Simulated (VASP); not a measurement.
Crystal: Mg.

```
Mg
1.0
     3.17683    0.00000    0.00000
    -1.58841    2.75121    0.00000
     0.00000    0.00000   10.31886
Mg
4
Direct
  0.66667 0.33333 0.75000
  0.00000 0.00000 0.50000
  0.33333 0.66667 0.25000
  0.00000 0.00000 0.00000
```

```yaml
Program: VASP 6.6.1
Task: relaxation of cell and atoms
Functional: LDA
Potentials_or_basis: VASP PAW LDA potentials, release 64 (Mg)
Cutoff: 600 eV
k_mesh: 10 × 10 × 3
Occupations: fermi-dirac, width 0.05 eV
Spin: no spin polarisation
```

At the start: pressure -1.6 GPa; volume 22.55 Å³/atom.

Task: Where does the relaxation end?

Result: Over 6 steps the energy falls by 5.9 meV/atom and the volume is 21.56 Å³/atom (-4.4 %); space group P6_3/mmc (No. 194, to 0.1 Å) before and after.

Step by step:
| step | energy change (eV) | largest force (eV/Å) | pressure (GPa) | volume (Å³) |
| --- | --- | --- | --- | --- |
| 1 | 0.0000 | 0.0000 | -1.62 | 90.19 |
| 2 | -0.0213 | 0.0000 | -0.42 | 87.25 |
| 3 | -0.0230 | 0.0000 | 0.06 | 86.20 |
| 4 | -0.0230 | 0.0000 | 0.09 | 86.13 |
| 5 | -0.0235 | 0.0000 | 0.06 | 86.19 |
| 6 | -0.0235 | 0.0000 | 0.04 | 86.24 |

Final structure:
```yaml
crystal:
  lattice:
    - [3.11326, 0.00000, 0.00000]
    - [-1.55663, 2.69616, 0.00000]
    - [0.00000, 0.00000, 10.27473]
  atoms:
    - { symbol: Mg, position: [0.66667, 0.33333, 0.75000] }
    - { symbol: Mg, position: [0.00000, 0.00000, 0.50000] }
    - { symbol: Mg, position: [0.33333, 0.66667, 0.25000] }
    - { symbol: Mg, position: [0.00000, 0.00000, 0.00000] }
```
